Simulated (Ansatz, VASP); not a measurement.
AgBr in VASP and in Ansatz

```
Ag Br
1.0
     0.00000    2.92166    2.92166
     2.92166    0.00000    2.92166
     2.92166    2.92166    0.00000
Ag Br
1 1
Direct
  0.00000 0.00000 0.00000
  0.50000 0.50000 0.50000
```

Alike in both runs: functional PBE; k mesh 8 × 8 × 8; occupations gaussian, width 0.02 eV; no spin polarisation.

Ansatz relaxed the structure, and its values are those at the end. VASP's run is a single point on that final structure, the one shown.

```csv
,VASP,Ansatz
version,VASP 6.6.1,Ansatz 0.2.0
potentials or method,"VASP PAW PBE potentials, release 64 (Ag, Br), cutoff 500 eV","scalar-relativistic, plane waves, PAW"
valence electrons in the cell,18,26
```

|  | VASP | Ansatz | Ansatz less VASP |
| --- | --- | --- | --- |
| gap on the k mesh at the Fermi level (eV) | 0.69 | 0.69 | +0.001 |
| least direct gap on the mesh (eV) | 2.43 | 2.43 | +0.001 |
| pressure (GPa) | -0.1 | 0.0 | +0.03 |

VASP's potentials hold 18 valence electrons a cell and Ansatz's 26, so a difference there can come from the potentials and not from the codes.
